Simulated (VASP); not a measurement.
# Ir (Fm-3m) in VASP: a series of runs

Runs on Ir. Level: r2SCAN. Tasks: single point.

All numbers are computed with VASP 6.6.1; they aren't measurements. Logs are shortened: lines on timing, memory, paths and dates and some standing lists are left out, and cuts for length are marked.

### Step 1. The cell of the first run

The structure is cubic, space group Fm-3m (No. 225). Conventional cell: a = 3.846 Å, b = 3.846 Å, c = 3.846 Å, α = 90.00°, β = 90.00°, γ = 90.00°. Within 3.6 Å of Ir (site symmetry m-3m) lie 12 Ir at 2.72 Å.

### Step 2. Single point, r2SCAN

The input, POSCAR:

```
Ir
1.0
    0.0000000000      1.9228496764      1.9228496764
    1.9228496764      0.0000000000      1.9228496764
    1.9228496764      1.9228496764      0.0000000000
Ir
1
Direct
    0.0000000000      0.0000000000      0.0000000000
```

The input, INCAR.step1:

```
SYSTEM = Ir
PREC = Accurate ; ENCUT = 520
ISMEAR = 0 ; SIGMA = 0.3
LREAL = .FALSE. ; LASPH = .TRUE.
NELM = 100 ; NBANDS = 10
GGA = PE ; ALGO = Normal
EDIFF = 1E-4 ; LWAVE = .TRUE.
LCHARG = .FALSE.
```

The input, INCAR.step2:

```
SYSTEM = Ir
PREC = Accurate ; ENCUT = 520
EDIFF = 1E-6 ; ISMEAR = 0
SIGMA = 0.3 ; LREAL = .FALSE.
LASPH = .TRUE. ; NELM = 100
ALGO = Normal ; ISIF = 2
LWAVE = .FALSE. ; LCHARG = .TRUE.
METAGGA = R2SCAN ; LMIXTAU = .TRUE.
LELF = .TRUE. ; LVHAR = .TRUE.
NBANDS = 10 ; ISTART = 1
```

The input, KPOINTS:

```
Automatic mesh
0
G
  14 14 14
  0 0 0
```

Potentials or basis: VASP PAW PBE potentials, release 64 (Ir).

Command:

```bash
> cat potpaw_PBE.64/Ir/POTCAR > POTCAR
> cp INCAR.step1 INCAR
> mpirun -np 1 vasp_std > vasp.out
> cp INCAR.step2 INCAR
> mpirun -np 1 vasp_std > vasp.out
```

OUTCAR:

```text
SYSTEM = Ir
   PREC = Accurate
   ENCUT = 520
   EDIFF = 1E-6
   ISMEAR = 0
   LREAL = .FALSE.
   LASPH = .TRUE.
   NELM = 100
   ISIF = 2
   METAGGA = R2SCAN
   ISTART = 1

 ion  position               nearest neighbor table
   1  0.000  0.000  0.000-

  LATTYP: Found a face centered cubic cell.
 ALAT       =     3.8456993528

  Lattice vectors:

 A1 = (   0.0000000000,   1.9228496764,   1.9228496764)
 A2 = (   1.9228496764,   0.0000000000,   1.9228496764)
 A3 = (   1.9228496764,   1.9228496764,   0.0000000000)

Analysis of symmetry for initial positions (statically):
=====================================================================
 Subroutine PRICEL returns:
 Original cell was already a primitive cell.

 Routine SETGRP: Setting up the symmetry group for a
 face centered cubic supercell.

 Subroutine GETGRP returns: Found 48 space group operations
 (whereof 48 operations were pure point group operations)
 out of a pool of 48 trial point group operations.

The static configuration has the point symmetry O_h .

Analysis of symmetry for dynamics (positions and initial velocities):
=====================================================================
 Subroutine PRICEL returns:
 Original cell was already a primitive cell.

 Routine SETGRP: Setting up the symmetry group for a
 face centered cubic supercell.

 Subroutine GETGRP returns: Found 48 space group operations
 (whereof 48 operations were pure point group operations)
 out of a pool of 48 trial point group operations.

The dynamic configuration has the point symmetry O_h .

 Subroutine INISYM returns: Found 48 space group operations
 (whereof 48 operations are pure point group operations),
 and found     1 'primitive' translations

----------------------------------------------------------------------------------------

                                     Primitive cell

  volume of cell :      14.2189

  direct lattice vectors                    reciprocal lattice vectors
     0.000000000  1.922849676  1.922849676    -0.260030727  0.260030727  0.260030727
     1.922849676  0.000000000  1.922849676     0.260030727 -0.260030727  0.260030727
     1.922849676  1.922849676  0.000000000     0.260030727  0.260030727 -0.260030727

  length of vectors
     2.719320091  2.719320091  2.719320091     0.450386431  0.450386431  0.450386431

  position of ions in fractional coordinates (direct lattice)
     0.000000000  0.000000000  0.000000000

  ion indices of the primitive-cell ions
   primitive index   ion index
                 1           1

----------------------------------------------------------------------------------------

 KPOINTS: Automatic mesh

Automatic generation of k-mesh.
 Grid dimensions read from file:
 generate k-points for:   14   14   14

 Generating k-lattice:

  Cartesian coordinates                     Fractional coordinates (reciprocal lattice)
    -0.018573623  0.018573623  0.018573623     0.071428571  0.000000000  0.000000000
     0.018573623 -0.018573623  0.018573623     0.000000000  0.071428571  0.000000000
     0.018573623  0.018573623 -0.018573623     0.000000000  0.000000000  0.071428571

  Length of vectors
     0.032170459  0.032170459  0.032170459

  Shift w.r.t. Gamma in fractional coordinates (k-lattice)
     0.000000000  0.000000000  0.000000000

 Subroutine IBZKPT returns following result:
 ===========================================

 Found    104 irreducible k-points:

 Following reciprocal coordinates:
            Coordinates               Weight
  0.000000  0.000000  0.000000      1.000000
  0.071429  0.000000  0.000000      8.000000
  0.142857  0.000000  0.000000      8.000000
  0.214286  0.000000  0.000000      8.000000
  0.285714  0.000000  0.000000      8.000000
  0.357143  0.000000  0.000000      8.000000
[... 16 lines left out ...]
  0.214286  0.142857  0.000000     24.000000
  0.285714  0.142857  0.000000     24.000000
 [... further k-points ...]
   k-points           NKPTS =    104   k-points in BZ     NKDIM =    104   number of bands    NBANDS=     10
   number of dos      NEDOS =    301   number of ions     NIONS =      1
   total plane-waves  NPLWV =   8000
   dimension x,y,z NGX =    20 NGY =   20 NGZ =   20
   dimension x,y,z NGXF=    40 NGYF=   40 NGZF=   40
   ions per type =               1
   NGX,Y,Z   is equivalent  to a cutoff of  12.23, 12.23, 12.23 a.u.
   NGXF,Y,Z  is equivalent  to a cutoff of  24.45, 24.45, 24.45 a.u.
 SYSTEM =  Ir
   PREC   = accura    normal or accurate (medium, high low for compatibility)
   ISTART =      1    job   : 0-new  1-cont  2-samecut
   ICHARG =      0    charge: 1-file 2-atom 10-const
   ISPIN  =      1    spin polarized calculation?
   LNONCOLLINEAR =      F non collinear calculations
   LSORBIT =      F    spin-orbit coupling
   LASPH  =      T    aspherical Exc in radial PAW
   ENCUT  =  520.0 eV  38.22 Ry    6.18 a.u.   5.06  5.06  5.06*2*pi/ulx,y,z
   NELM   =    100;   NELMIN=  2; NELMDL=  0     # of ELM steps
   EDIFF  = 0.1E-05   stopping-criterion for ELM
   LREAL  =      F    real-space projection
   EDIFFG = 0.1E-04   stopping-criterion for IOM
   NSW    =      0    number of steps for IOM
   IBRION =     -1    ionic relax: 0-MD 1-quasi-New 2-CG
   NFREE  =      0    steps in history (QN), initial steepest desc. (CG)
   ISIF   =      2    stress and relaxation
   ISYM   =      2    0-nonsym 1-usesym 2-fastsym
   POTIM  = 0.5000    time-step for ionic-motion
   TEBEG  =    0.0;   TEEND  =   0.0 temperature during run
   PSTRESS=    0.0 pullay stress
   NELECT =       9.0000    total number of electrons
   NUPDOWN=      -1.0000    fix difference up-down
   EMIN   =  10.00;   EMAX   =-10.00  energy-range for DOS
   EFERMI =   0.00;   METHOD = LEGACY
   ISMEAR =     0;   SIGMA  =   0.30  broadening in eV -4-tet -1-fermi 0-gaus
   EFERMI_NEDOS =   21; number of points for ismear=-14 and -15
   IALGO  =     38    algorithm
   IMIX   =      4    mixing-type and parameters
     AMIX     =   0.40;   BMIX     =  1.00
     AMIX_MAG =   1.60;   BMIX_MAG =  1.00
  volume/ion in A,a.u.               =      14.22        95.95
  Fermi-wavevector in a.u.,A,eV,Ry     =   1.405617  2.656231 26.881835  1.975759
  Thomas-Fermi vector in A             =   2.528060
   LORBIT       =      0    0 simple, 1 ext, 2 COOP (PROOUT), +10 PAW based schemes
   METAGGA = R2SCAN    functional components
   LHFCALC =     F    Hartree Fock is set to
   AEXX    =    0.0000 exact exchange contribution
   IVDW    =     0    specifies the selected vdW correction
   LEPSILON=     F    determine dielectric tensor
   LRPA    =     F    only Hartree local field effects (RPA)
 non-spin polarized calculation
 Gauss-broadening in eV      SIGMA  =   0.30
  energy-cutoff  :      520.00
  volume of cell :       14.22
 maximum number of plane-waves:       393
   NGX = 11   NGY = 11   NGZ = 11

 number of electron       9.0000000 magnetization

 Free energy of the ion-electron system (eV)
  ---------------------------------------------------
  ext. energy  EPLUGINS =         0.00000000
  ---------------------------------------------------
  free energy    TOTEN  =       -52.38059215 eV

  energy without entropy =      -52.33661882  energy(sigma->0) =      -52.35860548

 E-fermi :  10.0349     XC(G=0): -15.2934

 val. band max:       10.0332556936   @ k =   0.3571   0.3571   0.0000
 cond. band min:      10.0457602669   @ k =  -0.2143   0.3571   0.1429
 fundamental gap:      0.0125045732
 Fermi energy:        10.0348638408

 k-point     1 :       0.0000    0.0000    0.0000
  band No.  band energies     occupation
      1      -1.3842      2.00000
      2       6.1209      2.00000
      3       6.1209      2.00000
      4       6.1209      2.00000
      5       8.8113      2.00000
      6       8.8113      2.00000
      7      25.2024      0.00000
      8      31.0351      0.00000
      9      31.0351      0.00000
     10      31.0351      0.00000

 k-point     2 :       0.0714    0.0000    0.0000
  band No.  band energies     occupation
      1      -1.1490      2.00000
      2       5.9963      2.00000
      3       6.2216      2.00000
      4       6.2216      2.00000
      5       8.7486      2.00000
      6       8.7486      2.00000
      7      25.6010      0.00000
      8      29.9007      0.00000
      9      31.4142      0.00000
     10      31.4142      0.00000

 k-point     3 :       0.1429    0.0000    0.0000
  band No.  band energies     occupation
      1      -0.4858      2.00000
      2       5.7122      2.00000
      3       6.4533      2.00000
      4       6.4533      2.00000
      5       8.6539      2.00000
      6       8.6539      2.00000
      7      26.6110      0.00000
      8      27.8802      0.00000
      9      32.4913      0.00000
     10      32.4913      0.00000

 k-point     4 :       0.2143    0.0000    0.0000
  band No.  band energies     occupation
      1       0.4454      2.00000
      2       5.5235      2.00000
      3       6.5894      2.00000
      4       6.5894      2.00000
      5       8.7969      2.00000
      6       8.7969      2.00000
      7      25.7413      0.00000
      8      27.6138      0.00000
      9      34.0685      0.00000
     10      34.0685      0.00000

 k-point     5 :       0.2857    0.0000    0.0000
  band No.  band energies     occupation
      1       1.2860      2.00000
      2       5.8476      2.00000
      3       6.4677      2.00000
      4       6.4677      2.00000
      5       9.3521      1.99871
      6       9.3521      1.99871
      7      23.5640      0.00000
      8      27.2527      0.00000
      9      34.9624      0.00000
     10      34.9624      0.00000

 k-point     6 :       0.3571    0.0000    0.0000
  band No.  band energies     occupation
      1       1.6764      2.00000
      2       6.2306      2.00000
      3       6.2306      2.00000
      4       6.9959      2.00000
      5      10.1128      0.71339
      6      10.1128      0.71338
      7      21.1362      0.00000
      8      26.0125      0.00000
      9      33.0362      0.00000
     10      33.0362      0.00000
[... 183 lines left out ...]
 k-point    21 :      -0.0714    0.0714    0.0000
  band No.  band energies     occupation
      1      -0.7686      2.00000
      2       5.7761      2.00000
      3       6.3647      2.00000
      4       6.4209      2.00000
      5       8.4772      2.00000
      6       8.8618      2.00000
      7      26.2202      0.00000
      8      28.9406      0.00000
      9      31.2273      0.00000
     10      32.3888      0.00000

 k-point    22 :       0.1429    0.1429    0.0000
  band No.  band energies     occupation
      1      -0.1763      2.00000
      2       5.2612      2.00000
      3       6.8212      2.00000
      4       6.8212      2.00000
      5       7.8476      2.00000
      6       9.1664      1.99996
      7      27.2254      0.00000
      8      29.2800      0.00000
      9      31.1500      0.00000
     10      31.1500      0.00000

 k-point    23 :       0.2143    0.1429    0.0000
  band No.  band energies     occupation
      1       0.5558      2.00000
      2       4.9042      2.00000
      3       6.9272      2.00000
      4       7.1444      2.00000
      5       7.7980      2.00000
      6       9.3748      1.99814
      7      27.9455      0.00000
      8      28.2926      0.00000
      9      31.0963      0.00000
     10      31.7250      0.00000

 k-point    24 :       0.2857    0.1429    0.0000
  band No.  band energies     occupation
      1       1.4709      2.00000
      2       4.7168      2.00000
      3       6.4638      2.00000
      4       7.2571      2.00000
      5       8.6376      2.00000
      6       9.8052      1.72094
      7      25.8067      0.00000
      8      28.7461      0.00000
      9      30.9415      0.00000
     10      32.0699      0.00000

 [... further k-points ...]

------------------------ aborting loop because EDIFF is reached ----------------------------------------

  FORCE on cell =-STRESS in cart. coord.  units (eV):
  Direction    XX          YY          ZZ          XY          YZ          ZX
  --------------------------------------------------------------------------------------
  -------------------------------------------------------------------------------------
  Total        0.2243184      0.2243184      0.2243184      0.0000000      0.0000000      0.0000000
  in kB       25.2760629     25.2760629     25.2760629      0.0000000      0.0000000      0.0000000
  external PRESSURE =      25.2760629 kB  Pullay stress =       0.0000000 kB

 VOLUME and BASIS-vectors are now :
 -----------------------------------------------------------------------------
  energy-cutoff  :      520.00
  volume of cell :       14.22
      direct lattice vectors                 reciprocal lattice vectors
     0.000000000  1.922849676  1.922849676    -0.260030727  0.260030727  0.260030727
     1.922849676  0.000000000  1.922849676     0.260030727 -0.260030727  0.260030727
     1.922849676  1.922849676  0.000000000     0.260030727  0.260030727 -0.260030727

 POSITION                                       TOTAL-FORCE (eV/Angst)
 -----------------------------------------------------------------------------------
      0.00000      0.00000      0.00000        -0.000000     -0.000000     -0.000000
 -----------------------------------------------------------------------------------
    total drift:                                0.000000      0.000000      0.000000

  FREE ENERGIE OF THE ION-ELECTRON SYSTEM (eV)
  ---------------------------------------------------
  free  energy   TOTEN  =       -52.3805921473 eV

  energy  without entropy=      -52.3366188167  energy(sigma->0) =      -52.35860548
```

It took 25 s on 1 thread of Intel Xeon 6975P-C (Granite Rapids), shared host; peak memory 0.14 GiB.

Results:

```
Free energy : -52.3806 eV
Pressure    : 2.5 GPa
```

Levels at points of the mesh, in eV from the Fermi level:
```tsv
k point	band 1	band 2	band 3	band 4	band 5	band 6	band 7	band 8
(0.00, 0.00, 0.00)	-11.42	-3.91	-3.91	-3.91	-1.22	-1.22	15.17	21.00
(0.50, 0.00, 0.00)	-8.31	-4.07	-4.07	-0.64	0.98	0.98	7.67	14.79
(0.50, 0.50, 0.00)	-8.10	-7.52	0.89	1.61	1.61	1.84	11.06	12.36
```

Caveat: the PAW data sets were made with another functional, which shifts forces and pressure a little; spin-orbit coupling is left out, which moves the levels of the heavy elements.

### Step 3. Single point, r2SCAN

POSCAR is that of step 2.

The input, INCAR.step1:

```
ALGO = Normal
EDIFF = 1E-4
ENCUT = 520
GGA = PE
ISMEAR = 0
LASPH = True
LCHARG = False
LREAL = False
LWAVE = True
NBANDS = 10
NELM = 80
PREC = Accurate
SIGMA = 0.6
```

The input, INCAR.step2:

```
ALGO = Normal
EDIFF = 1E-6
ENCUT = 520
ISIF = 2
ISMEAR = 0
ISTART = 1
LASPH = True
LCHARG = True
LELF = True
LMIXTAU = True
LREAL = False
LVHAR = True
LWAVE = False
METAGGA = R2SCAN
NBANDS = 10
NELM = 80
PREC = Accurate
SIGMA = 0.6
```

The input, KPOINTS:

```
k-points
0
Gamma
  14 14 14
```

Potentials or basis: VASP PAW PBE potentials, release 64 (Ir).

Command:

```bash
> cat potpaw_PBE.64/Ir/POTCAR > POTCAR
> cp INCAR.step1 INCAR
> mpirun -np 1 vasp_std > vasp.out
> cp INCAR.step2 INCAR
> mpirun -np 1 vasp_std > vasp.out
```

Wall time 25 s (1 thread of Intel Xeon 6975P-C (Granite Rapids), shared host); peak memory 0.14 GiB.

Results (log left out):

- Free energy: -52.4457 eV
- Pressure: 3.8 GPa

Levels at points of the mesh, in eV from the Fermi level:
| k point | band 1 | band 2 | band 3 | band 4 | band 5 | band 6 | band 7 | band 8 | band 9 |
| --- | --- | --- | --- | --- | --- | --- | --- | --- | --- |
| (0.00, 0.00, 0.00) | -11.43 | -3.92 | -3.92 | -3.92 | -1.23 | -1.23 | 15.15 | 20.98 | 20.98 |
| (0.50, 0.00, 0.00) | -8.32 | -4.08 | -4.08 | -0.65 | 0.97 | 0.97 | 7.66 | 14.77 | 20.82 |
| (0.50, 0.50, 0.00) | -8.11 | -7.53 | 0.88 | 1.60 | 1.60 | 1.82 | 11.05 | 12.35 | 12.35 |

Caveat: the PAW data sets were made with another functional, which shifts forces and pressure a little; spin-orbit coupling is left out, which moves the levels of the heavy elements.

### Step 4. Single point, r2SCAN

POSCAR is that of step 3.

The input, INCAR.step1:

```
SYSTEM = Ir
PREC = Accurate
ENCUT = 520
ISMEAR = 0
SIGMA = 1.0
LREAL = .FALSE.
LASPH = .TRUE.
NELM = 80
NBANDS = 10
GGA = PE
ALGO = Normal
EDIFF = 1E-4
LWAVE = .TRUE.
LCHARG = .FALSE.
```

The input, INCAR.step2:

```
SYSTEM = Ir
PREC = Accurate
ENCUT = 520
EDIFF = 1E-6
ISMEAR = 0
SIGMA = 1.0
LREAL = .FALSE.
LASPH = .TRUE.
NELM = 80
ALGO = Normal
ISIF = 2
LWAVE = .FALSE.
LCHARG = .TRUE.
METAGGA = R2SCAN
LMIXTAU = .TRUE.
LELF = .TRUE.
LVHAR = .TRUE.
NBANDS = 10
ISTART = 1
```

The input, KPOINTS:

```
Automatic mesh
0
G
  14 14 14
  0 0 0
```

Command:

```bash
> cat potpaw_PBE.64/Ir/POTCAR > POTCAR
> cp INCAR.step1 INCAR
> mpirun -np 1 vasp_std > vasp.out
> cp INCAR.step2 INCAR
> mpirun -np 1 vasp_std > vasp.out
```

Run time: 24 s. Hardware: 1 thread of Intel Xeon 6975P-C (Granite Rapids), shared host; peak memory 0.14 GiB.

The run converged. Its results:

* Free energy: -52.6000 eV
* Pressure: 6.7 GPa

Levels at points of the mesh, in eV from the Fermi level:
```
           k point  band 2  band 3  band 4  band 5  band 6  band 7
(0.00, 0.00, 0.00)   -3.90   -3.90   -3.90   -1.20   -1.20   15.17
(0.50, 0.00, 0.00)   -4.05   -4.05   -0.64    1.01    1.01    7.68
(0.50, 0.50, 0.00)   -7.50    0.92    1.63    1.63    1.84   11.07
```

Caveat: the PAW data sets were made with another functional, which shifts forces and pressure a little; spin-orbit coupling is left out, which moves the levels of the heavy elements.

### Step 5. Summary

| smearing | gap on the mesh (eV) | pressure (GPa) |
| --- | --- | --- |
| gaussian 0.3 eV | none | 2.5 |
| gaussian 0.6 eV | none | 3.8 |
| gaussian 1 eV | none | 6.7 |

Alike in all rows: task single point; level r2SCAN; potentials or basis VASP PAW PBE potentials, release 64 (Ir); no spin polarisation; cell as given; k mesh 14 × 14 × 14; cutoff (eV) 520.

Every run on the cell as given and a fine mesh finds a metal.

Caveats: the PAW data sets were made with another functional, which shifts forces and pressure a little; spin-orbit coupling is left out, which moves the levels of the heavy elements.

Absolute energies hang on the potentials; compare differences alone.
